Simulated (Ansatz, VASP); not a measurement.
## Two plane-wave programs on Be2ZnTe2O

INCAR

```
PREC     = Accurate       # precision mode
ENCUT    = 600            # plane-wave cutoff, eV
EDIFF    = 1E-6           # SCF threshold, eV
ISMEAR   = 0              # smearing method
SIGMA    = 0.1            # smearing width, eV
LREAL    = False          # projectors in reciprocal space
LASPH    = True           # aspherical terms in the spheres
NELM     = 80             # most SCF steps
ALGO     = Normal         # electronic algorithm
ISIF     = 3              # what is computed and relaxed
LWAVE    = False          # write WAVECAR
LCHARG   = False          # write CHGCAR
GGA      = PE             # functional
IBRION   = 2              # ionic algorithm
NSW      = 90             # ionic steps
EDIFFG   = -0.04          # ionic threshold
```

KPOINTS

```
Automatic mesh
0
Gamma
  6 6 4
```

The input POSCAR:

```
Be2ZnTe2O
1.0
    5.0268020800      0.0000000000      0.0000000000
   -2.5134010400      4.3533383000      0.0000000000
    0.0000000000      0.0000000000      5.2840026600
Be Zn Te O
2 1 2 1
Direct
    0.3333333300      0.6666666700      0.0000000000
    0.6666666700      0.3333333300      0.0000000000
    0.0000000000      0.0000000000      0.5000000000
    0.3333333300      0.6666666700      0.5000000000
    0.6666666700      0.3333333300      0.5000000000
    0.0000000000      0.0000000000      0.0000000000
```

Input for Ansatz:

```yaml
crystal:
  lattice:
    - [5.02680208, 0.0, 0.0]
    - [-2.51340104, 4.3533383, 0.0]
    - [0.0, 0.0, 5.28400266]
  atoms:
    - { symbol: Be, position: [0.33333333, 0.66666667, 0.0] }
    - { symbol: Be, position: [0.66666667, 0.33333333, 0.0] }
    - { symbol: Zn, position: [0.0, 0.0, 0.5] }
    - { symbol: Te, position: [0.33333333, 0.66666667, 0.5] }
    - { symbol: Te, position: [0.66666667, 0.33333333, 0.5] }
    - { symbol: O, position: [0.0, 0.0, 0.0] }
basis:
  ecutwfc: 420
kpoints:
  mp_grid: { grid: [6, 6, 4] }
hamiltonian:
  xc: pbe
scf:
  occupations: { method: gaussian, width: 0.1 }
  lower_state_search: "off"
output:
  forces: true
  stress: true
  eigenvalues: true
relax:
  adjacent_minimum: "off"
  f_tol: 0.04
  max_steps: 70
  cell: { stress_tol: 0.4 }
```

Alike in both runs: task relaxation of cell and atoms; functional PBE; k mesh 6 × 6 × 4; occupations gaussian, width 0.1 eV; no spin polarisation.

|  | VASP | Ansatz |
| --- | --- | --- |
| version | VASP 6.6.1 | Ansatz 0.2.0 |
| potentials or method | VASP PAW PBE potentials, release 64 (Be, Zn, Te, O), cutoff 600 eV | scalar-relativistic, plane waves, PAW |
| valence electrons in the cell | 34 | 54 |

|  | VASP | Ansatz | Ansatz less VASP |
| --- | --- | --- | --- |
| relaxed volume (Å³/atom) | 26.14 | 31.50 | +5.356 |
| relaxed cell length with the largest relative difference (Å) | 6.604 | 7.279 | +0.6752 |

One of these differences is far larger than is usual between the two programs; its cause wasn't traced. VASP's potentials hold 34 valence electrons a cell and Ansatz's 54, so a difference there can come from the potentials and not from the codes.

Spin-orbit coupling is off throughout. Noted on VASP's run: the volume moved by over 15 % at a fixed basis, so the end points are rough.
